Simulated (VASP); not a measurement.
# N2 in VASP: single point with PBE

Aim: the single point of N2 with PBE.

Everything below comes from runs of VASP 6.6.1. Logs are shortened: lines on timing, memory, paths and dates and some standing lists are left out, and cuts for length are marked.

### 1 The cell of the first run

The cell holds a molecule in a box, 2 atoms: a = 9.000 Å, b = 9.500 Å, c = 10.000 Å, α = 90.00°, β = 90.00°, γ = 90.00°.

### 2 Single point, PBE

Contents of INCAR:

```
ALGO = Normal ; EDIFF = 1E-6
ENCUT = 520 ; GGA = PE
ISIF = 2 ; ISMEAR = 0
LASPH = True ; LCHARG = False
LREAL = False ; LWAVE = False
NBANDS = 12 ; NELM = 100
PREC = Accurate ; SIGMA = 0.02
```

Contents of KPOINTS:

```
k-points
0
Gamma
  1 1 1
```

Contents of POSCAR:

```
N
1.0
    9.0000000000      0.0000000000      0.0000000000
    0.0000000000      9.5000000000      0.0000000000
    0.0000000000      0.0000000000     10.0000000000
N
2
Direct
    0.5000000000      0.5000000000      0.4448918427
    0.5000000000      0.5000000000      0.5551081573
```

Potentials or basis: VASP PAW PBE potentials, release 64 (N).

On the command line:

```
cat potpaw_PBE.64/N/POTCAR > POTCAR
mpirun -np 1 vasp_gam > vasp.out
```

OUTCAR:

```text
EDIFF = 1E-6
   ENCUT = 520
   GGA = PE
   ISIF = 2
   ISMEAR = 0
   LASPH = True
   LREAL = False
   NELM = 100
   PREC = Accurate

 ion  position               nearest neighbor table
   1  0.500  0.500  0.445-   2 1.10
   2  0.500  0.500  0.555-   1 1.10

  LATTYP: Found a simple orthorhombic cell.
 ALAT       =     9.0000000000
 B/A-ratio  =     1.0555555556
 C/A-ratio  =     1.1111111111

  Lattice vectors:

 A1 = (   9.0000000000,   0.0000000000,   0.0000000000)
 A2 = (   0.0000000000,   9.5000000000,   0.0000000000)
 A3 = (   0.0000000000,   0.0000000000,  10.0000000000)

Analysis of symmetry for initial positions (statically):
=====================================================================
 Subroutine PRICEL returns:
 Original cell was already a primitive cell.

 Routine SETGRP: Setting up the symmetry group for a
 simple orthorhombic supercell.

 Subroutine GETGRP returns: Found  8 space group operations
 (whereof  8 operations were pure point group operations)
 out of a pool of  8 trial point group operations.

The static configuration has the point symmetry D_2h.

Analysis of symmetry for dynamics (positions and initial velocities):
=====================================================================
 Subroutine PRICEL returns:
 Original cell was already a primitive cell.

 Routine SETGRP: Setting up the symmetry group for a
 simple orthorhombic supercell.

 Subroutine GETGRP returns: Found  8 space group operations
 (whereof  8 operations were pure point group operations)
 out of a pool of  8 trial point group operations.

The dynamic configuration has the point symmetry D_2h.

 Subroutine INISYM returns: Found  8 space group operations
 (whereof  8 operations are pure point group operations),
 and found     1 'primitive' translations

----------------------------------------------------------------------------------------

                                     Primitive cell

  volume of cell :     855.0000

  direct lattice vectors                    reciprocal lattice vectors
     9.000000000  0.000000000  0.000000000     0.111111111  0.000000000  0.000000000
     0.000000000  9.500000000  0.000000000     0.000000000  0.105263158  0.000000000
     0.000000000  0.000000000 10.000000000     0.000000000  0.000000000  0.100000000

  length of vectors
     9.000000000  9.500000000 10.000000000     0.111111111  0.105263158  0.100000000

  position of ions in fractional coordinates (direct lattice)
     0.500000000  0.500000000  0.444891843
     0.500000000  0.500000000  0.555108157

  ion indices of the primitive-cell ions
   primitive index   ion index
                 1           1
                 2           2

----------------------------------------------------------------------------------------

 KPOINTS: k-points

Automatic generation of k-mesh.
 Grid dimensions read from file:
 generate k-points for:    1    1    1

 Generating k-lattice:

  Cartesian coordinates                     Fractional coordinates (reciprocal lattice)
     0.111111111  0.000000000  0.000000000     1.000000000  0.000000000  0.000000000
     0.000000000  0.105263158  0.000000000     0.000000000  1.000000000  0.000000000
     0.000000000  0.000000000  0.100000000     0.000000000  0.000000000  1.000000000

  Length of vectors
     0.111111111  0.105263158  0.100000000

  Shift w.r.t. Gamma in fractional coordinates (k-lattice)
     0.000000000  0.000000000  0.000000000

 Subroutine IBZKPT returns following result:
 ===========================================

 Found      1 irreducible k-points:

 Following reciprocal coordinates:
            Coordinates               Weight
  0.000000  0.000000  0.000000      1.000000
   k-points           NKPTS =      1   k-points in BZ     NKDIM =      1   number of bands    NBANDS=     12
   number of dos      NEDOS =    301   number of ions     NIONS =      2
   total plane-waves  NPLWV = 403200
   dimension x,y,z NGX =    70 NGY =   72 NGZ =   80
   dimension x,y,z NGXF=   140 NGYF=  144 NGZF=  160
   ions per type =               2
   NGX,Y,Z   is equivalent  to a cutoff of  12.93, 12.60, 13.30 a.u.
   NGXF,Y,Z  is equivalent  to a cutoff of  25.86, 25.20, 26.60 a.u.
 SYSTEM =  unknown system
   PREC   = accura    normal or accurate (medium, high low for compatibility)
   ISTART =      0    job   : 0-new  1-cont  2-samecut
   ICHARG =      2    charge: 1-file 2-atom 10-const
   ISPIN  =      1    spin polarized calculation?
   LNONCOLLINEAR =      F non collinear calculations
   LSORBIT =      F    spin-orbit coupling
   LASPH  =      T    aspherical Exc in radial PAW
   ENCUT  =  520.0 eV  38.22 Ry    6.18 a.u.  16.73 17.66 18.59*2*pi/ulx,y,z
   NELM   =    100;   NELMIN=  2; NELMDL= -5     # of ELM steps
   EDIFF  = 0.1E-05   stopping-criterion for ELM
   LREAL  =      F    real-space projection
   EDIFFG = 0.1E-04   stopping-criterion for IOM
   NSW    =      0    number of steps for IOM
   IBRION =     -1    ionic relax: 0-MD 1-quasi-New 2-CG
   NFREE  =      0    steps in history (QN), initial steepest desc. (CG)
   ISIF   =      2    stress and relaxation
   ISYM   =      2    0-nonsym 1-usesym 2-fastsym
   POTIM  = 0.5000    time-step for ionic-motion
   TEBEG  =    0.0;   TEEND  =   0.0 temperature during run
   PSTRESS=    0.0 pullay stress
   NELECT =      10.0000    total number of electrons
   NUPDOWN=      -1.0000    fix difference up-down
   EMIN   =  10.00;   EMAX   =-10.00  energy-range for DOS
   EFERMI =   0.00;   METHOD = LEGACY
   ISMEAR =     0;   SIGMA  =   0.02  broadening in eV -4-tet -1-fermi 0-gaus
   EFERMI_NEDOS =   21; number of points for ismear=-14 and -15
   IALGO  =     38    algorithm
   IMIX   =      4    mixing-type and parameters
     AMIX     =   0.40;   BMIX     =  1.00
     AMIX_MAG =   1.60;   BMIX_MAG =  1.00
  volume/ion in A,a.u.               =     427.50      2884.91
  Fermi-wavevector in a.u.,A,eV,Ry     =   0.371609  0.702239  1.878872  0.138093
  Thomas-Fermi vector in A             =   1.299861
   LORBIT       =      0    0 simple, 1 ext, 2 COOP (PROOUT), +10 PAW based schemes
   GGA     = PE    functional components
   LHFCALC =     F    Hartree Fock is set to
   AEXX    =    0.0000 exact exchange contribution
   IVDW    =     0    specifies the selected vdW correction
   LEPSILON=     F    determine dielectric tensor
   LRPA    =     F    only Hartree local field effects (RPA)
 non-spin polarized calculation
 Gauss-broadening in eV      SIGMA  =   0.02
  energy-cutoff  :      520.00
  volume of cell :      855.00
 maximum number of plane-waves:     11510
 NGX is ok and might be reduce to    70
   NGX = 33   NGY = 35   NGZ = 37

 number of electron      10.0000000 magnetization

 Free energy of the ion-electron system (eV)
  ---------------------------------------------------
  ext. energy  EPLUGINS =         0.00000000
  ---------------------------------------------------
  free energy    TOTEN  =       -16.64237607 eV

  energy without entropy =      -16.64237607  energy(sigma->0) =      -16.64237607

 E-fermi :  -9.9248     XC(G=0):  -0.6933

 val. band max:      -10.0416511881   @ k =   0.0000   0.0000   0.0000
 cond. band min:      -1.8421613654   @ k =   0.0000   0.0000   0.0000
 fundamental gap:      8.1994898227
 Fermi energy:        -9.9247904285

 k-point     1 :       0.0000    0.0000    0.0000
  band No.  band energies     occupation
      1     -28.1962      2.00000
      2     -13.3082      2.00000
      3     -11.4639      2.00000
      4     -11.4638      2.00000
      5     -10.0417      2.00000
      6      -1.8422      0.00000
      7      -1.8417      0.00000
      8      -0.2013      0.00000
      9       1.1854      0.00000
     10       1.2588      0.00000
     11       1.2843      0.00000
     12       1.5336      0.00000

------------------------ aborting loop because EDIFF is reached ----------------------------------------

  FORCE on cell =-STRESS in cart. coord.  units (eV):
  Direction    XX          YY          ZZ          XY          YZ          ZX
  --------------------------------------------------------------------------------------
  -------------------------------------------------------------------------------------
  Total       -0.0568442     -0.0551148      1.8281947     -0.0000000      0.0000000      0.0000000
  in kB       -0.1065199     -0.1032792      3.4258387     -0.0000000      0.0000000      0.0000000
  external PRESSURE =       1.0720132 kB  Pullay stress =       0.0000000 kB

 VOLUME and BASIS-vectors are now :
 -----------------------------------------------------------------------------
  energy-cutoff  :      520.00
  volume of cell :      855.00
      direct lattice vectors                 reciprocal lattice vectors
     9.000000000  0.000000000  0.000000000     0.111111111  0.000000000  0.000000000
     0.000000000  9.500000000  0.000000000     0.000000000  0.105263158  0.000000000
     0.000000000  0.000000000 10.000000000     0.000000000  0.000000000  0.100000000

 POSITION                                       TOTAL-FORCE (eV/Angst)
 -----------------------------------------------------------------------------------
      4.50000      4.75000      4.44892         0.000000      0.000000     -1.738361
      4.50000      4.75000      5.55108         0.000000      0.000000      1.738361
 -----------------------------------------------------------------------------------
    total drift:                                0.000000      0.000000      0.000000

  FREE ENERGIE OF THE ION-ELECTRON SYSTEM (eV)
  ---------------------------------------------------
  free  energy   TOTEN  =       -16.6423760746 eV

  energy  without entropy=      -16.6423760746  energy(sigma->0) =      -16.64237607
```

Run time: 47 s. Hardware: 1 thread of Intel Xeon Platinum 8259CL at 2.50GHz (Skylake/Cascade Lake), shared host; peak memory 0.73 GiB.

Results:

* Free energy: -16.6424 eV
* Largest force: 1.738 eV/Å
* Gap between the frontier levels: 8.20 eV

Forces on the atoms (eV/Å):
```
N    0.000  0.000 -1.738
N    0.000  0.000  1.738
```

Caveat: the standard files for N, O and F lose accuracy on very short bonds.
